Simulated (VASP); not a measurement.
# MgS (F-43m) in VASP: further runs

The runs below take MgS through single point, relaxation of cell and atoms, with r2SCAN.

Everything below comes from runs of VASP 6.6.1. Logs are shortened: lines on timing, memory, paths and dates and some standing lists are left out, and cuts for length are marked.

## (1) The cell of the first run

It takes space group F-43m (No. 216, cubic). Conventional cell: a = 5.664 Å, b = 5.664 Å, c = 5.664 Å, α = 90.00°, β = 90.00°, γ = 90.00°. Within 3.2 Å of Mg (site symmetry -43m) lie 4 S at 2.45 Å. Within 3.2 Å of S (site symmetry -43m) lie 4 Mg at 2.45 Å.

## (2) Single point, r2SCAN

Input file POSCAR:

```
MgS
1.0
    0.0000000000      2.8319511661      2.8319511661
    2.8319511661      0.0000000000      2.8319511661
    2.8319511661      2.8319511661      0.0000000000
Mg S
1 1
Direct
    0.0000000000      0.0000000000      0.0000000000
    0.2500000000      0.2500000000      0.2500000000
```

Input file INCAR.step1:

```
  PREC = Accurate
  ENCUT = 660
  ISMEAR = 0
  SIGMA = 0.02
  LREAL = False
  LASPH = True
  NELM = 120
  NBANDS = 11
  GGA = PE
  ALGO = Normal
  EDIFF = 1E-5
  LWAVE = True
  LCHARG = False
  GGA_COMPAT = False
```

Input file INCAR.step2:

```
  PREC = Accurate
  ENCUT = 660
  EDIFF = 1E-6
  ISMEAR = 0
  SIGMA = 0.02
  LREAL = False
  LASPH = True
  NELM = 120
  ALGO = Normal
  ISIF = 2
  LWAVE = False
  LCHARG = True
  METAGGA = R2SCAN
  LMIXTAU = True
  LELF = True
  LVHAR = True
  NBANDS = 11
  ISTART = 1
  GGA_COMPAT = False
```

Input file KPOINTS:

```
Automatic mesh
0
Gamma
  8 8 8
```

Potentials or basis: VASP PAW PBE potentials, release 64 (Mg, S).

The run is started by

```
$ cat potpaw_PBE.64/Mg/POTCAR potpaw_PBE.64/S/POTCAR > POTCAR
$ cp INCAR.step1 INCAR
$ mpirun -np 1 vasp_std > vasp.out
$ cp INCAR.step2 INCAR
$ mpirun -np 1 vasp_std > vasp.out
```

OUTCAR:

```text
PREC = Accurate
   ENCUT = 660
   EDIFF = 1E-6
   ISMEAR = 0
   LREAL = False
   LASPH = True
   NELM = 120
   ISIF = 2
   METAGGA = R2SCAN
   ISTART = 1

 ion  position               nearest neighbor table
   1  0.000  0.000  0.000-   2 2.45   2 2.45   2 2.45   2 2.45
   2  0.250  0.250  0.250-   1 2.45   1 2.45   1 2.45   1 2.45

  LATTYP: Found a face centered cubic cell.
 ALAT       =     5.6639023322

  Lattice vectors:

 A1 = (   0.0000000000,   2.8319511661,   2.8319511661)
 A2 = (   2.8319511661,   0.0000000000,   2.8319511661)
 A3 = (   2.8319511661,   2.8319511661,   0.0000000000)

Analysis of symmetry for initial positions (statically):
=====================================================================
 Subroutine PRICEL returns:
 Original cell was already a primitive cell.

 Routine SETGRP: Setting up the symmetry group for a
 face centered cubic supercell.

 Subroutine GETGRP returns: Found 24 space group operations
 (whereof 24 operations were pure point group operations)
 out of a pool of 48 trial point group operations.

The static configuration has the point symmetry T_d .

Analysis of symmetry for dynamics (positions and initial velocities):
=====================================================================
 Subroutine PRICEL returns:
 Original cell was already a primitive cell.

 Routine SETGRP: Setting up the symmetry group for a
 face centered cubic supercell.

 Subroutine GETGRP returns: Found 24 space group operations
 (whereof 24 operations were pure point group operations)
 out of a pool of 48 trial point group operations.

The dynamic configuration has the point symmetry T_d .

 Subroutine INISYM returns: Found 24 space group operations
 (whereof 24 operations are pure point group operations),
 and found     1 'primitive' translations

----------------------------------------------------------------------------------------

                                     Primitive cell

  volume of cell :      45.4242

  direct lattice vectors                    reciprocal lattice vectors
     0.000000000  2.831951166  2.831951166    -0.176556717  0.176556717  0.176556717
     2.831951166  0.000000000  2.831951166     0.176556717 -0.176556717  0.176556717
     2.831951166  2.831951166  0.000000000     0.176556717  0.176556717 -0.176556717

  length of vectors
     4.004983747  4.004983747  4.004983747     0.305805204  0.305805204  0.305805204

  position of ions in fractional coordinates (direct lattice)
     0.000000000  0.000000000  0.000000000
     0.250000000  0.250000000  0.250000000

  ion indices of the primitive-cell ions
   primitive index   ion index
                 1           1
                 2           2

----------------------------------------------------------------------------------------

 KPOINTS: Automatic mesh

Automatic generation of k-mesh.
 Grid dimensions read from file:
 generate k-points for:    8    8    8

 Generating k-lattice:

  Cartesian coordinates                     Fractional coordinates (reciprocal lattice)
    -0.022069590  0.022069590  0.022069590     0.125000000  0.000000000  0.000000000
     0.022069590 -0.022069590  0.022069590     0.000000000  0.125000000  0.000000000
     0.022069590  0.022069590 -0.022069590     0.000000000  0.000000000  0.125000000

  Length of vectors
     0.038225650  0.038225650  0.038225650

  Shift w.r.t. Gamma in fractional coordinates (k-lattice)
     0.000000000  0.000000000  0.000000000

 Subroutine IBZKPT returns following result:
 ===========================================

 Found     29 irreducible k-points:

 Following reciprocal coordinates:
            Coordinates               Weight
  0.000000  0.000000  0.000000      1.000000
  0.125000  0.000000  0.000000      8.000000
  0.250000  0.000000  0.000000      8.000000
  0.375000  0.000000  0.000000      8.000000
  0.500000  0.000000  0.000000      4.000000
  0.125000  0.125000  0.000000      6.000000
[... 16 lines left out ...]
  0.500000  0.250000  0.125000     48.000000
 -0.375000  0.250000  0.125000     24.000000
 [... further k-points ...]
   k-points           NKPTS =     29   k-points in BZ     NKDIM =     29   number of bands    NBANDS=     11
   number of dos      NEDOS =    301   number of ions     NIONS =      2
   total plane-waves  NPLWV =  46656
   dimension x,y,z NGX =    36 NGY =   36 NGZ =   36
   dimension x,y,z NGXF=    72 NGYF=   72 NGZF=   72
   ions per type =               1   1
   NGX,Y,Z   is equivalent  to a cutoff of  14.94, 14.94, 14.94 a.u.
   NGXF,Y,Z  is equivalent  to a cutoff of  29.89, 29.89, 29.89 a.u.
 SYSTEM =  unknown system
   PREC   = accura    normal or accurate (medium, high low for compatibility)
   ISTART =      1    job   : 0-new  1-cont  2-samecut
   ICHARG =      0    charge: 1-file 2-atom 10-const
   ISPIN  =      1    spin polarized calculation?
   LNONCOLLINEAR =      F non collinear calculations
   LSORBIT =      F    spin-orbit coupling
   LASPH  =      T    aspherical Exc in radial PAW
   ENCUT  =  660.0 eV  48.51 Ry    6.96 a.u.   8.39  8.39  8.39*2*pi/ulx,y,z
   NELM   =    120;   NELMIN=  2; NELMDL=  0     # of ELM steps
   EDIFF  = 0.1E-05   stopping-criterion for ELM
   LREAL  =      F    real-space projection
   EDIFFG = 0.1E-04   stopping-criterion for IOM
   NSW    =      0    number of steps for IOM
   IBRION =     -1    ionic relax: 0-MD 1-quasi-New 2-CG
   NFREE  =      0    steps in history (QN), initial steepest desc. (CG)
   ISIF   =      2    stress and relaxation
   ISYM   =      2    0-nonsym 1-usesym 2-fastsym
   POTIM  = 0.5000    time-step for ionic-motion
   TEBEG  =    0.0;   TEEND  =   0.0 temperature during run
   PSTRESS=    0.0 pullay stress
   NELECT =       8.0000    total number of electrons
   NUPDOWN=      -1.0000    fix difference up-down
   EMIN   =  10.00;   EMAX   =-10.00  energy-range for DOS
   EFERMI =   0.00;   METHOD = LEGACY
   ISMEAR =     0;   SIGMA  =   0.02  broadening in eV -4-tet -1-fermi 0-gaus
   EFERMI_NEDOS =   21; number of points for ismear=-14 and -15
   IALGO  =     38    algorithm
   IMIX   =      4    mixing-type and parameters
     AMIX     =   0.40;   BMIX     =  1.00
     AMIX_MAG =   1.60;   BMIX_MAG =  1.00
  volume/ion in A,a.u.               =      22.71       153.27
  Fermi-wavevector in a.u.,A,eV,Ry     =   0.917647  1.734102 11.457144  0.842076
  Thomas-Fermi vector in A             =   2.042640
   LORBIT       =      0    0 simple, 1 ext, 2 COOP (PROOUT), +10 PAW based schemes
   METAGGA = R2SCAN    functional components
   LHFCALC =     F    Hartree Fock is set to
   AEXX    =    0.0000 exact exchange contribution
   IVDW    =     0    specifies the selected vdW correction
   LEPSILON=     F    determine dielectric tensor
   LRPA    =     F    only Hartree local field effects (RPA)
 non-spin polarized calculation
 Gauss-broadening in eV      SIGMA  =   0.02
  energy-cutoff  :      660.00
  volume of cell :       45.42
 maximum number of plane-waves:      1807
 NGX is ok and might be reduce to    36
   NGX = 17   NGY = 17   NGZ = 17

 number of electron       8.0000000 magnetization

 Free energy of the ion-electron system (eV)
  ---------------------------------------------------
  ext. energy  EPLUGINS =         0.00000000
  ---------------------------------------------------
  free energy    TOTEN  =       -15.45129679 eV

  energy without entropy =      -15.45129679  energy(sigma->0) =      -15.45129679

 E-fermi :   0.8540     XC(G=0):  -8.7715

 val. band max:        0.7615784663   @ k =   0.0000   0.0000   0.0000
 cond. band min:       4.8851095131   @ k =   0.0000   0.0000   0.0000
 fundamental gap:      4.1235310468
 Fermi energy:         0.8540459465

 k-point     1 :       0.0000    0.0000    0.0000
  band No.  band energies     occupation
      1     -10.9735      2.00000
      2       0.7616      2.00000
      3       0.7616      2.00000
      4       0.7616      2.00000
      5       4.8851      0.00000
      6       9.3526      0.00000
      7       9.3526      0.00000
      8       9.3526      0.00000
      9      12.2147      0.00000
     10      12.2147      0.00000
     11      15.4549      0.00000

 k-point     2 :       0.1250    0.0000    0.0000
  band No.  band energies     occupation
      1     -10.8841      2.00000
      2       0.1047      2.00000
      3       0.7081      2.00000
      4       0.7081      2.00000
      5       5.5273      0.00000
      6       9.1729      0.00000
      7       9.5365      0.00000
      8       9.5365      0.00000
      9      11.7525      0.00000
     10      11.7525      0.00000
     11      14.6767      0.00000

 k-point     3 :       0.2500    0.0000    0.0000
  band No.  band energies     occupation
      1     -10.6531      2.00000
      2      -1.0742      2.00000
      3       0.5867      2.00000
      4       0.5867      2.00000
      5       6.3940      0.00000
      6       9.2210      0.00000
      7       9.5477      0.00000
      8       9.5477      0.00000
      9      11.8400      0.00000
     10      11.8400      0.00000
     11      13.7878      0.00000

 k-point     4 :       0.3750    0.0000    0.0000
  band No.  band energies     occupation
      1     -10.3956      2.00000
      2      -2.0220      2.00000
      3       0.4748      2.00000
      4       0.4748      2.00000
      5       6.5781      0.00000
      6       9.1541      0.00000
      7       9.1541      0.00000
      8       9.7903      0.00000
      9      13.2036      0.00000
     10      13.2036      0.00000
     11      13.8463      0.00000
[... 239 lines left out ...]
 k-point    22 :       0.3750    0.2500    0.1250
  band No.  band energies     occupation
      1     -10.4744      2.00000
      2      -1.2794      2.00000
      3      -0.0851      2.00000
      4       0.3834      2.00000
      5       7.0578      0.00000
      6       8.3825      0.00000
      7       8.9581      0.00000
      8      10.6521      0.00000
      9      11.1700      0.00000
     10      13.8953      0.00000
     11      15.9930      0.00000

 k-point    23 :       0.5000    0.2500    0.1250
  band No.  band energies     occupation
      1     -10.2607      2.00000
      2      -1.7964      2.00000
      3      -0.4315      2.00000
      4       0.2061      2.00000
      5       7.2891      0.00000
      6       8.1820      0.00000
      7       9.3380      0.00000
      8      10.4679      0.00000
      9      12.3778      0.00000
     10      15.1531      0.00000
     11      15.5745      0.00000

 k-point    24 :      -0.3750    0.2500    0.1250
  band No.  band energies     occupation
      1     -10.1660      2.00000
      2      -2.0203      2.00000
      3      -0.5329      2.00000
      4       0.1100      2.00000
      5       7.3463      0.00000
      6       7.9004      0.00000
      7      10.2206      0.00000
      8      10.2534      0.00000
      9      12.9635      0.00000
     10      14.4170      0.00000
     11      15.7617      0.00000

 [... further k-points ...]

------------------------ aborting loop because EDIFF is reached ----------------------------------------

  FORCE on cell =-STRESS in cart. coord.  units (eV):
  Direction    XX          YY          ZZ          XY          YZ          ZX
  --------------------------------------------------------------------------------------
  -------------------------------------------------------------------------------------
  Total       -0.0903231     -0.0903231     -0.0903231      0.0000000      0.0000000      0.0000000
  in kB       -3.1858271     -3.1858271     -3.1858271      0.0000000      0.0000000      0.0000000
  external PRESSURE =      -3.1858271 kB  Pullay stress =       0.0000000 kB

 VOLUME and BASIS-vectors are now :
 -----------------------------------------------------------------------------
  energy-cutoff  :      660.00
  volume of cell :       45.42
      direct lattice vectors                 reciprocal lattice vectors
     0.000000000  2.831951166  2.831951166    -0.176556717  0.176556717  0.176556717
     2.831951166  0.000000000  2.831951166     0.176556717 -0.176556717  0.176556717
     2.831951166  2.831951166  0.000000000     0.176556717  0.176556717 -0.176556717

 POSITION                                       TOTAL-FORCE (eV/Angst)
 -----------------------------------------------------------------------------------
      0.00000      0.00000      0.00000         0.000000     -0.000000      0.000000
      1.41598      1.41598      1.41598        -0.000000      0.000000     -0.000000
 -----------------------------------------------------------------------------------
    total drift:                                0.000000      0.000000      0.000000

  FREE ENERGIE OF THE ION-ELECTRON SYSTEM (eV)
  ---------------------------------------------------
  free  energy   TOTEN  =       -15.4512967885 eV

  energy  without entropy=      -15.4512967885  energy(sigma->0) =      -15.45129679
```

Wall time 79 s (1 thread of AMD EPYC 7R13 (Zen 3), shared host); peak memory 0.19 GiB.

What came out:

```yaml
Free_energy: -15.4513 eV
Pressure: -0.3 GPa
Band_gap_on_the_k_mesh: 4.12 eV
```

Caveat: the PAW data sets were made with another functional, which shifts forces and pressure a little. A k mesh can miss the band edges.

(Continued in part 2 of 2.)
